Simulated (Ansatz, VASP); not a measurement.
## Two plane-wave programs on Cs2MoOsO6

Contents of POSCAR:

```
Cs2MoOsO6
1.0
    0.0000000000      4.2318680000      4.2318680000
    4.2318680000      0.0000000000      4.2318680000
    4.2318680000      4.2318680000      0.0000000000
O Cs Mo Os
6 2 1 1
Direct
    0.7386000000      0.2614000000      0.2614000000
    0.2614000000      0.7386000000      0.2614000000
    0.2614000000      0.7386000000      0.7386000000
    0.7386000000      0.2614000000      0.7386000000
    0.2614000000      0.2614000000      0.7386000000
    0.7386000000      0.7386000000      0.2614000000
    0.2500000000      0.2500000000      0.2500000000
    0.7500000000      0.7500000000      0.7500000000
    0.5000000000      0.5000000000      0.5000000000
    0.0000000000      0.0000000000      0.0000000000
```

File INCAR.step1:

```
  ALGO = Normal
  EDIFF = 1E-4
  ENCUT = 520
  GGA = PE
  ISMEAR = -1
  LASPH = True
  LCHARG = False
  LREAL = False
  LWAVE = True
  NBANDS = 49
  NELM = 100
  PREC = Accurate
  SIGMA = 0.1
```

INCAR.step2

```
  ALGO = Normal
  EDIFF = 1E-6
  ENCUT = 520
  ISIF = 2
  ISMEAR = -1
  ISTART = 1
  LASPH = True
  LCHARG = False
  LMIXTAU = True
  LREAL = False
  LWAVE = False
  METAGGA = R2SCAN
  NBANDS = 49
  NELM = 100
  PREC = Accurate
  SIGMA = 0.1
```

The input KPOINTS:

```
k-points
0
Gamma
  7 7 7
```

Input for Ansatz:

```yaml
crystal:
  lattice:
    - [0.0, 4.231868, 4.231868]
    - [4.231868, 0.0, 4.231868]
    - [4.231868, 4.231868, 0.0]
  atoms:
    - { symbol: O, position: [0.7386, 0.2614, 0.2614] }
    - { symbol: O, position: [0.2614, 0.7386, 0.2614] }
    - { symbol: O, position: [0.2614, 0.7386, 0.7386] }
    - { symbol: O, position: [0.7386, 0.2614, 0.7386] }
    - { symbol: O, position: [0.2614, 0.2614, 0.7386] }
    - { symbol: O, position: [0.7386, 0.7386, 0.2614] }
    - { symbol: Cs, position: [0.25, 0.25, 0.25] }
    - { symbol: Cs, position: [0.75, 0.75, 0.75] }
    - { symbol: Mo, position: [0.5, 0.5, 0.5] }
    - { symbol: Os, position: [0.0, 0.0, 0.0] }
  symmetry: { tolerance: 0.0003 }
kpoints:
  mp_grid: { grid: [7, 7, 7], shift: [0, 0, 0] }
  band_path:
    path:
      - [0.0, 0.0, 0.0]
      - [0.5, 0.0, 0.5]
      - [0.625, 0.25, 0.625]
      - [0.375, 0.375, 0.75]
      - [0.0, 0.0, 0.0]
      - [0.5, 0.5, 0.5]
      - [0.5, 0.25, 0.75]
      - [0.5, 0.0, 0.5]
    npoints: 10
magnetization:
  spin_polarized: false
scf:
  occupations: { method: fermi_dirac }
  lower_state_search: "off"
  max_iter: 200
hamiltonian:
  pseudopotentials: { kind: paw }
  xc: r2scan
basis:
  ecutwfc: 500
  fft_grid_basis: typed
output:
  forces: true
  stress: true
  eigenvalues: true
  bader: true
  populations: true
  elf: true
  write_potential: true
  volumetric_format: npy
  dos:
    e_range: [-12, 8]
    de: 0.05
    projected: { site_lists: { Cs: [Cs], Mo: [Mo], O: [O], Os: [Os] } }
checkpoint:
  read: saved_state
```

Alike in both runs: task single point; functional r2SCAN; k mesh 7 × 7 × 7; no spin polarisation.

|  | VASP | Ansatz |
| --- | --- | --- |
| version | VASP 6.6.1 | Ansatz 0.2.0 |
| potentials or method | VASP PAW PBE potentials, release 64 (O, Cs_sv, Mo_sv, Os), cutoff 520 eV | PAW plane waves |
| occupations | fermi-dirac, width 0.1 eV | fermi-dirac |
| valence electrons in the cell | 76 | 84 |

Ansatz gave:

| Item | Value |
| --- | --- |
| pressure (GPa) | -17.4 |
| rms of the force components (eV/Å) | 0.259 |

Problem. What did VASP give for the same quantities?

Solution. Pressure (GPa): -16.7; rms of the force components (eV/Å): 0.237.

VASP's potentials were made for PBE, not for r2SCAN. Atom by atom the forces differ by 0.022 eV/Å (rms over components). VASP's potentials hold 76 valence electrons a cell and Ansatz's 84, so a difference there can come from the potentials and not from the codes.

Neither program's run includes spin-orbit coupling.
